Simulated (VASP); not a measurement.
Wanted: the native input for a VASP 6.6.1 run.

| Quantity | Value |
| --- | --- |
| Task | single point |
| Functional | PBE |
| Potentials or basis | VASP PAW PBE potentials, release 64 (Ga_d, H, C) |
| Cutoff | 520 eV |
| k mesh | 12 × 12 × 16 |
| Occupations | gaussian, width 0.1 eV |
| Spin | no spin polarisation |
| Dipole correction | no |
| Further INCAR settings | ALGO = Normal; EDIFF = 1e-06; NBANDS = 21 |

The structure of GaH3C2 lies in POSCAR:

```
GaH3C2
1.0
    4.6355086286      0.0000000000      0.0000000000
   -2.3177543143      4.0144682318      0.0000000000
    0.0000000000      0.0000000000      2.2350424466
Ga H C
1 3 2
Direct
    0.0000000000      0.0000000000      0.0000000000
    0.5000000000      0.0000000000      0.5000000000
    0.5000000000      0.5000000000      0.5000000000
    0.0000000000      0.5000000000      0.5000000000
    0.3333333333      0.6666666667      0.0000000000
    0.6666666667      0.3333333333      0.0000000000
```

The cell was generated, and may not be a known phase.

One way to write it, as run:

INCAR

```
SYSTEM = GaH3C2
PREC = Accurate
ENCUT = 520
EDIFF = 1E-6
ISMEAR = 0
SIGMA = 0.1
LREAL = .False.
LASPH = .True.
NELM = 100
ALGO = Normal
ISIF = 2
LWAVE = .False.
LCHARG = .True.
GGA = PE
LELF = .True.
LVHAR = .True.
NBANDS = 21
```

KPOINTS

```
regular mesh
0
Gamma
  12 12 16
  0 0 0
```

Potentials or basis: VASP PAW PBE potentials, release 64 (Ga_d, H, C).

Command:

```bash
$ cat potpaw_PBE.64/Ga_d/POTCAR potpaw_PBE.64/H/POTCAR potpaw_PBE.64/C/POTCAR > POTCAR
$ mpirun -np 1 vasp_std > vasp.out
```

Results of the run:

- Pressure: 0.0 GPa
- Band gap on the k mesh: zero (bands 12 and 13 overlap by 2.77 eV)

Run time: 45 s on 1 thread of Intel(R) Xeon(R) 6975P-C (Granite Rapids), with other jobs on the host, peak memory 0.26 GiB.
